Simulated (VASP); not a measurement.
# BAs (I-4m2) in VASP: a series of runs

BAs is run at these levels: r2SCAN; tasks: single point.

Everything below comes from runs of VASP 6.6.1. Logs are shortened: lines on timing, memory, paths and dates and some standing lists are left out, and cuts for length are marked.

**1. The cell of the first run**

It takes space group I-4m2 (No. 119, tetragonal). The conventional cell has a = 3.792 Å, b = 3.792 Å, c = 3.791 Å, α = 90.00°, β = 90.00°, γ = 90.00°. B (site symmetry -4m2) has 4 As at 2.12 Å within 2.8 Å. As (site symmetry -4m2) has 4 B at 2.12 Å within 2.8 Å.

**2. Single point, r2SCAN**

Contents of POSCAR:

```
BAs
1.0
    0.0000000000      2.6811355699      1.8955628479
    2.6811355699      0.0000000000      1.8955628479
    2.6811355699      2.6811355699      0.0000000000
B As
1 1
Direct
    0.0000000000      0.0000000000      0.0000000000
    0.7500000000      0.7500000000      0.7500000000
```

Contents of INCAR.step1:

```
SYSTEM = BAs
  PREC = Accurate
  ENCUT = 520
  ISMEAR = 0
  SIGMA = 0.05
  LREAL = .FALSE.
  LASPH = .TRUE.
  NELM = 60
  NBANDS = 11
  GGA = PE
  ALGO = Normal
  EDIFF = 1E-4
  LWAVE = .TRUE.
  LCHARG = .FALSE.
```

Contents of INCAR.step2:

```
SYSTEM = BAs
  PREC = Accurate
  ENCUT = 520
  EDIFF = 1E-6
  ISMEAR = 0
  SIGMA = 0.05
  LREAL = .FALSE.
  LASPH = .TRUE.
  NELM = 60
  ALGO = Normal
  ISIF = 2
  LWAVE = .FALSE.
  LCHARG = .FALSE.
  METAGGA = R2SCAN
  LMIXTAU = .TRUE.
  NBANDS = 11
  ISTART = 1
```

Contents of KPOINTS:

```
regular mesh
0
G
  12 12 12
  0 0 0
```

Potentials or basis: VASP PAW PBE potentials, release 64 (B, As).

Run with:

```
$ cat potpaw_PBE.64/B/POTCAR potpaw_PBE.64/As/POTCAR > POTCAR
$ cp INCAR.step1 INCAR
$ mpirun -np 1 vasp_std > vasp.out
$ cp INCAR.step2 INCAR
$ mpirun -np 1 vasp_std > vasp.out
```

OUTCAR:

```text
SYSTEM = BAs
   PREC = Accurate
   ENCUT = 520
   EDIFF = 1E-6
   ISMEAR = 0
   LREAL = .FALSE.
   LASPH = .TRUE.
   NELM = 60
   ISIF = 2
   METAGGA = R2SCAN
   ISTART = 1

 ion  position               nearest neighbor table
   1  0.000  0.000  0.000-   2 2.12   2 2.12   2 2.12   2 2.12
   2  0.750  0.750  0.750-   1 2.12   1 2.12   1 2.12   1 2.12

  LATTYP: Found a body centered tetragonal cell.
 ALAT       =     3.7916982855
 C/A-ratio  =     0.9998489886

  Lattice vectors:

 A1 = (   0.0000000000,  -2.6811355699,  -1.8955628479)
 A2 = (   0.0000000000,   2.6811355699,  -1.8955628479)
 A3 = (   2.6811355699,   0.0000000000,   1.8955628479)

Analysis of symmetry for initial positions (statically):
=====================================================================
 Subroutine PRICEL returns:
 Original cell was already a primitive cell.

 Routine SETGRP: Setting up the symmetry group for a
 body centered tetragonal supercell.

 Subroutine GETGRP returns: Found  8 space group operations
 (whereof  8 operations were pure point group operations)
 out of a pool of 16 trial point group operations.

The static configuration has the point symmetry D_2d.

Analysis of symmetry for dynamics (positions and initial velocities):
=====================================================================
 Subroutine PRICEL returns:
 Original cell was already a primitive cell.

 Routine SETGRP: Setting up the symmetry group for a
 body centered tetragonal supercell.

 Subroutine GETGRP returns: Found  8 space group operations
 (whereof  8 operations were pure point group operations)
 out of a pool of 16 trial point group operations.

The dynamic configuration has the point symmetry D_2d.

 Subroutine INISYM returns: Found  8 space group operations
 (whereof  8 operations are pure point group operations),
 and found     1 'primitive' translations

----------------------------------------------------------------------------------------

                                     Primitive cell

  volume of cell :      27.2525

  direct lattice vectors                    reciprocal lattice vectors
     0.000000000  2.681135570  1.895562848    -0.186488145  0.186488145  0.263773897
     2.681135570  0.000000000  1.895562848     0.186488145 -0.186488145  0.263773897
     2.681135570  2.681135570  0.000000000     0.186488145  0.186488145 -0.263773897

  length of vectors
     3.283541755  3.283541755  3.791698286     0.373004458  0.373004458  0.373004458

  position of ions in fractional coordinates (direct lattice)
     0.000000000  0.000000000  0.000000000
     0.750000000  0.750000000  0.750000000

  ion indices of the primitive-cell ions
   primitive index   ion index
                 1           1
                 2           2

----------------------------------------------------------------------------------------

 KPOINTS: regular mesh

Automatic generation of k-mesh.
 Grid dimensions read from file:
 generate k-points for:   12   12   12

 Generating k-lattice:

  Cartesian coordinates                     Fractional coordinates (reciprocal lattice)
    -0.015540679  0.015540679  0.021981158     0.083333333 -0.000000000  0.000000000
     0.015540679 -0.015540679  0.021981158    -0.000000000  0.083333333  0.000000000
     0.015540679  0.015540679 -0.021981158     0.000000000  0.000000000  0.083333333

  Length of vectors
     0.031083705  0.031083705  0.031083705

  Shift w.r.t. Gamma in fractional coordinates (k-lattice)
     0.000000000  0.000000000  0.000000000

 Subroutine IBZKPT returns following result:
 ===========================================

 Found    163 irreducible k-points:

 Following reciprocal coordinates:
            Coordinates               Weight
  0.000000  0.000000  0.000000      1.000000
  0.083333 -0.000000  0.000000      8.000000
  0.166667 -0.000000  0.000000      8.000000
  0.250000 -0.000000  0.000000      8.000000
  0.333333 -0.000000  0.000000      8.000000
  0.416667 -0.000000  0.000000      8.000000
[... 16 lines left out ...]
  0.500000  0.166667  0.000000      8.000000
 -0.416667  0.166667  0.000000      8.000000
 [... further k-points ...]
   k-points           NKPTS =    163   k-points in BZ     NKDIM =    163   number of bands    NBANDS=     11
   number of dos      NEDOS =    301   number of ions     NIONS =      2
   total plane-waves  NPLWV =  16128
   dimension x,y,z NGX =    24 NGY =   24 NGZ =   28
   dimension x,y,z NGXF=    48 NGYF=   48 NGZF=   56
   ions per type =               1   1
   NGX,Y,Z   is equivalent  to a cutoff of  12.15, 12.15, 12.28 a.u.
   NGXF,Y,Z  is equivalent  to a cutoff of  24.30, 24.30, 24.55 a.u.
 SYSTEM =  BAs
   PREC   = accura    normal or accurate (medium, high low for compatibility)
   ISTART =      1    job   : 0-new  1-cont  2-samecut
   ICHARG =      0    charge: 1-file 2-atom 10-const
   ISPIN  =      1    spin polarized calculation?
   LNONCOLLINEAR =      F non collinear calculations
   LSORBIT =      F    spin-orbit coupling
   LASPH  =      T    aspherical Exc in radial PAW
   ENCUT  =  520.0 eV  38.22 Ry    6.18 a.u.   6.11  6.11  7.05*2*pi/ulx,y,z
   NELM   =     60;   NELMIN=  2; NELMDL=  0     # of ELM steps
   EDIFF  = 0.1E-05   stopping-criterion for ELM
   LREAL  =      F    real-space projection
   EDIFFG = 0.1E-04   stopping-criterion for IOM
   NSW    =      0    number of steps for IOM
   IBRION =     -1    ionic relax: 0-MD 1-quasi-New 2-CG
   NFREE  =      0    steps in history (QN), initial steepest desc. (CG)
   ISIF   =      2    stress and relaxation
   ISYM   =      2    0-nonsym 1-usesym 2-fastsym
   POTIM  = 0.5000    time-step for ionic-motion
   TEBEG  =    0.0;   TEEND  =   0.0 temperature during run
   PSTRESS=    0.0 pullay stress
   NELECT =       8.0000    total number of electrons
   NUPDOWN=      -1.0000    fix difference up-down
   EMIN   =  10.00;   EMAX   =-10.00  energy-range for DOS
   EFERMI =   0.00;   METHOD = LEGACY
   ISMEAR =     0;   SIGMA  =   0.05  broadening in eV -4-tet -1-fermi 0-gaus
   EFERMI_NEDOS =   21; number of points for ismear=-14 and -15
   IALGO  =     38    algorithm
   IMIX   =      4    mixing-type and parameters
     AMIX     =   0.40;   BMIX     =  1.00
     AMIX_MAG =   1.60;   BMIX_MAG =  1.00
  volume/ion in A,a.u.               =      13.63        91.95
  Fermi-wavevector in a.u.,A,eV,Ry     =   1.088018  2.056057 16.106360  1.183784
  Thomas-Fermi vector in A             =   2.224191
   LORBIT       =      0    0 simple, 1 ext, 2 COOP (PROOUT), +10 PAW based schemes
   METAGGA = R2SCAN    functional components
   LHFCALC =     F    Hartree Fock is set to
   AEXX    =    0.0000 exact exchange contribution
   IVDW    =     0    specifies the selected vdW correction
   LEPSILON=     F    determine dielectric tensor
   LRPA    =     F    only Hartree local field effects (RPA)
 non-spin polarized calculation
 Gauss-broadening in eV      SIGMA  =   0.05
  energy-cutoff  :      520.00
  volume of cell :       27.25
 maximum number of plane-waves:       746
   NGX = 13   NGY = 13   NGZ = 13

 number of electron       8.0000000 magnetization

 Free energy of the ion-electron system (eV)
  ---------------------------------------------------
  ext. energy  EPLUGINS =         0.00000000
  ---------------------------------------------------
  free energy    TOTEN  =       -21.30875928 eV

  energy without entropy =      -21.30822723  energy(sigma->0) =      -21.30849326

 E-fermi :   6.0010     XC(G=0): -11.2486

 val. band max:        5.9931657319   @ k =   0.5000   0.3333   0.0833
 cond. band min:       6.0284898483   @ k =  -0.4167   0.5000   0.0833
 fundamental gap:      0.0353241163
 Fermi energy:         6.0009529981

 k-point     1 :       0.0000    0.0000    0.0000
  band No.  band energies     occupation
      1      -9.9828      2.00000
      2       5.1801      2.00000
      3       5.1802      2.00000
      4       7.8787      0.00000
      5       8.7759      0.00000
      6      10.1642      0.00000
      7      11.1961      0.00000
      8      11.1961      0.00000
      9      15.3348      0.00000
     10      17.2481      0.00000
     11      18.7645      0.00000

 k-point     2 :       0.0833   -0.0000    0.0000
  band No.  band energies     occupation
      1      -9.8550      2.00000
      2       4.6030      2.00000
      3       4.9283      2.00000
      4       7.2954      0.00000
      5       8.6549      0.00000
      6      10.4850      0.00000
      7      11.2412      0.00000
      8      11.7489      0.00000
      9      15.4266      0.00000
     10      17.5352      0.00000
     11      18.0151      0.00000

 k-point     3 :       0.1667   -0.0000    0.0000
  band No.  band energies     occupation
      1      -9.4753      2.00000
      2       3.0797      2.00000
      3       4.3438      2.00000
      4       6.5726      0.00000
      5       8.2226      0.00000
      6      10.8261      0.00000
      7      11.1022      0.00000
      8      13.2417      0.00000
      9      16.1672      0.00000
     10      17.1932      0.00000
     11      19.2697      0.00000

 k-point     4 :       0.2500   -0.0000    0.0000
  band No.  band energies     occupation
      1      -8.8591      2.00000
      2       1.1809      2.00000
      3       3.6992      2.00000
      4       6.0403      0.26628
      5       7.6351      0.00000
      6      10.6921      0.00000
      7      11.4221      0.00000
      8      14.8686      0.00000
      9      17.2725      0.00000
     10      17.7508      0.00000
     11      20.8060      0.00000
[... 239 lines left out ...]
 k-point    22 :       0.4167    0.1667    0.0000
  band No.  band energies     occupation
      1      -6.7596      2.00000
      2      -1.6481      2.00000
      3       1.8854      2.00000
      4       3.6095      2.00000
      5       7.2283      0.00000
      6      10.7025      0.00000
      7      11.8472      0.00000
      8      14.7476      0.00000
      9      20.7325      0.00000
     10      21.7415      0.00000
     11      22.7716      0.00000

 k-point    23 :       0.5000    0.1667    0.0000
  band No.  band energies     occupation
      1      -6.2569      2.00000
      2      -2.4909      2.00000
      3       1.7658      2.00000
      4       3.4730      2.00000
      5       7.5496      0.00000
      6      11.2398      0.00000
      7      11.7850      0.00000
      8      14.4075      0.00000
      9      20.5770      0.00000
     10      22.0376      0.00000
     11      22.9626      0.00000

 k-point    24 :      -0.4167    0.1667    0.0000
  band No.  band energies     occupation
      1      -6.6569      2.00000
      2      -2.0115      2.00000
      3       1.8883      2.00000
      4       3.4977      2.00000
      5       7.6384      0.00000
      6      11.8899      0.00000
      7      12.2481      0.00000
      8      14.1650      0.00000
      9      19.3500      0.00000
     10      20.7538      0.00000
     11      21.2017      0.00000

 [... further k-points ...]
[... 5 lines left out ...]
  --------------------------------------------------------------------------------------
  -------------------------------------------------------------------------------------
  Total       -2.3844206     -2.3844206      3.6580586      0.0000000      0.0000000      0.0000000
  in kB     -140.1805370   -140.1805370    215.0579524      0.0000000      0.0000000      0.0000000
  external PRESSURE =     -21.7677072 kB  Pullay stress =       0.0000000 kB

 VOLUME and BASIS-vectors are now :
 -----------------------------------------------------------------------------
  energy-cutoff  :      520.00
  volume of cell :       27.25
      direct lattice vectors                 reciprocal lattice vectors
     0.000000000  2.681135570  1.895562848    -0.186488145  0.186488145  0.263773897
     2.681135570  0.000000000  1.895562848     0.186488145 -0.186488145  0.263773897
     2.681135570  2.681135570  0.000000000     0.186488145  0.186488145 -0.263773897

 POSITION                                       TOTAL-FORCE (eV/Angst)
 -----------------------------------------------------------------------------------
      0.00000      0.00000      0.00000        -0.000000     -0.000000      0.000000
      4.02170      4.02170      2.84334         0.000000      0.000000     -0.000000
 -----------------------------------------------------------------------------------
    total drift:                                0.000005      0.000005      0.000004

  FREE ENERGIE OF THE ION-ELECTRON SYSTEM (eV)
  ---------------------------------------------------
  free  energy   TOTEN  =       -21.3087592822 eV

  energy  without entropy=      -21.3082272305  energy(sigma->0) =      -21.30849326
```

Run time: 95 s. Hardware: 1 thread of Intel Xeon Platinum 8488C (Sapphire Rapids), shared host; peak memory 0.19 GiB.

What came out:

| Item | Value |
| --- | --- |
| Free energy | -21.3088 eV |
| Pressure | -2.2 GPa |
| Band gap on the k mesh | zero (band 4 reaches 7.88 eV, above the bottom of band 5 at 4.70 eV) |

Levels at points of the mesh, in eV from the Fermi level:
```
           k point  band 2  band 3  band 4  band 5  band 6  band 7
(0.00, 0.00, 0.00)   -0.82   -0.82    1.88    2.77    4.16    5.20
(0.50, 0.00, 0.00)   -8.92   -3.30   -0.67    0.69    3.85    7.21
(0.50, 0.50, 0.00)   -6.76   -5.99   -5.99   -0.43   -0.26   12.07
(0.50, 0.00, 0.50)   -9.75   -2.61   -2.21    3.80    3.87    8.09
```

Caveat: the PAW data sets were made with another functional, which shifts forces and pressure a little.

(Part 1 of 2 ends here.)
